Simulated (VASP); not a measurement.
F, 4 atoms in the cell. The structure is monoclinic, space group C2/m (No. 12). The conventional cell has a = 5.751 Å, b = 3.570 Å, c = 7.439 Å, α = 90.00°, β = 110.92°, γ = 90.00°. F (site symmetry m) has 1 F at 1.39 Å within 1.9 Å. Within 1.9 Å of F (site symmetry m) lie 1 F at 1.39 Å. 

- Program: VASP 6.6.1
- Task: single point
- Functional: PBEsol
- Potentials or basis: VASP PAW PBE potentials, release 64 (F)
- Cutoff: 520 eV
- k mesh: 4 × 4 × 2
- Occupations: gaussian, width 0.05 eV
- Spin: no spin polarisation
- Dipole correction: no
- Further INCAR settings: ALGO = Normal; EDIFF = 1e-06; NBANDS = 22

Potentials or basis: VASP PAW PBE potentials, release 64 (F).

The run is started by

```console
$ cat potpaw_PBE.64/F/POTCAR > POTCAR
$ mpirun -np 1 vasp_std > vasp.out
```

Hardware: 1 thread of AMD EPYC 7R13 (shared host).

Question: Estimate the wall time of this run.

Answer: Wall time 38 s on 1 thread of AMD EPYC 7R13 (shared host), peak memory 0.16 GiB. Counts: scf iterations 12, k points 14.
